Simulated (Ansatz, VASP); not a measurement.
## BeS in VASP and in Ansatz

```xyz
2
Lattice="0.0000 2.3846 2.3846 2.3846 0.0000 2.3846 2.3846 2.3846 0.0000" Properties=species:S:1:pos:R:3 pbc="T T T"
Be    0.0000    0.0000    0.0000
S     1.1923    1.1923    1.1923
```

Alike in both runs: task single point; functional r2SCAN; k mesh 8 × 8 × 8; occupations gaussian, width 0.02 eV; no spin polarisation.

|  | VASP | Ansatz |
| --- | --- | --- |
| version | VASP 6.6.1 | Ansatz 0.2.0 |
| potentials or method | VASP PAW PBE potentials, release 64 (Be, S), cutoff 520 eV | scalar-relativistic, plane waves, PAW |
| valence electrons in the cell | 8 | 8 |

Ansatz gave:

| Property | Result |
| --- | --- |
| gap on the k mesh at the Fermi level (eV) | 3.44 |
| least direct gap on the mesh (eV) | 6.19 |
| pressure (GPa) | 6.8 |

Q: Which values does VASP return?

A: gap on the k mesh at the Fermi level (eV): 3.45; least direct gap on the mesh (eV): 6.22; pressure (GPa): 7.1.

VASP's potentials were made for PBE, not for r2SCAN. With one functional, cell and mesh, what is left measures potentials, basis and numerics.
